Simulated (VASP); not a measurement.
Runs of VASP 6.6.1 on Mo. The structure is that of space group Fm-3m (No. 225), or close to it. The cells are those of the table. This isn't the form of Mo at room conditions, which is bcc.

```tsv
cell	k mesh	gap on the mesh (eV)	pressure (GPa)
a = 2.684 Å, angles 60.0°, 1 atom	15 × 15 × 15	none	43.5
a = 2.909 Å, angles 60.0°, 1 atom	15 × 15 × 15	none	-22.6
a = 2.801 Å, angles 60.0°, 1 atom	22 × 22 × 22	none	0.7
a = 2.724 Å, angles 60.0°, 1 atom	15 × 15 × 15	none	(c)
a = 2.838 Å, angles 60.0°, 1 atom	15 × 15 × 15	none	(a)
a = 2.763 Å, angles 60.0°, 1 atom	15 × 15 × 15	none	(b)
a = 2.801 Å, angles 60.0°, 1 atom	15 × 15 × 15	none	0.9
a = 2.801 Å, angles 60.0°, 1 atom	14 × 14 × 14	none	0.5
```

Alike in all rows: task single point; level PBEsol; potentials or basis VASP PAW PBE potentials, release 64 (Mo_sv); no spin polarisation; cutoff (eV) 520; smearing fermi-dirac 0.1 eV.

Task: Fill in the values left out.

Result: (a) -8.5; (b) 12.5; (c) 26.5.

Caveats: the PAW data sets were made with another functional, which shifts forces and pressure a little; the cell stands under pressure (at least some runs); the cell stands under tension (at least some runs).

A k mesh can miss the band edges, and the runs leave out spin-orbit coupling on Mo.

A gap of «none» marks levels without a gap at the run's occupations.
